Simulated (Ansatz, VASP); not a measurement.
**AlH6 in VASP and in Ansatz**

```xyz
7
Lattice="3.6192 0.0000 0.0000 0.0000 3.6192 0.0000 0.0000 0.0000 4.3490" Properties=species:S:1:pos:R:3 pbc="T T T"
Al    1.8096    1.8096    4.0464
H     1.1487    0.0000    0.3765
H     2.4705    0.0000    0.3765
H     0.0000    1.1487    0.3765
H     0.0000    2.4705    0.3765
H     1.8096    0.0000    2.0972
H     0.0000    1.8096    2.0972
```

Alike in both runs: task relaxation of cell and atoms; functional PBE; k mesh 6 × 6 × 4; occupations gaussian, width 0.1 eV; no spin polarisation.

```csv
,VASP,Ansatz
version,VASP 6.6.1,Ansatz 0.2.0
potentials or method,"VASP PAW PBE potentials, release 64 (Al, H), cutoff 600 eV","scalar-relativistic, plane waves, PAW"
valence electrons in the cell,9,9
```

VASP gave:

| Property | Result |
| --- | --- |
| gap on the k mesh at the Fermi level, each at its own relaxed structure (eV) | none |
| relaxed volume (Å³/atom) | 11.34 |
| relaxed cell length with the largest relative difference (Å) | 6.421 |

Task: What did Ansatz give for the same quantities?

Result: gap on the k mesh at the Fermi level, each at its own relaxed structure (eV): none; relaxed volume (Å³/atom): 13.34; relaxed cell length with the largest relative difference (Å): 7.473.

A gap of «none» marks a metal or a gap that the smearing closes. One of these differences is far larger than is usual between the two programs; its cause wasn't traced.

The k mesh is coarse, so the values compare programs but aren't converged. Noted on VASP's run: the volume moved by over 15 % at a fixed basis, so the end points are rough.
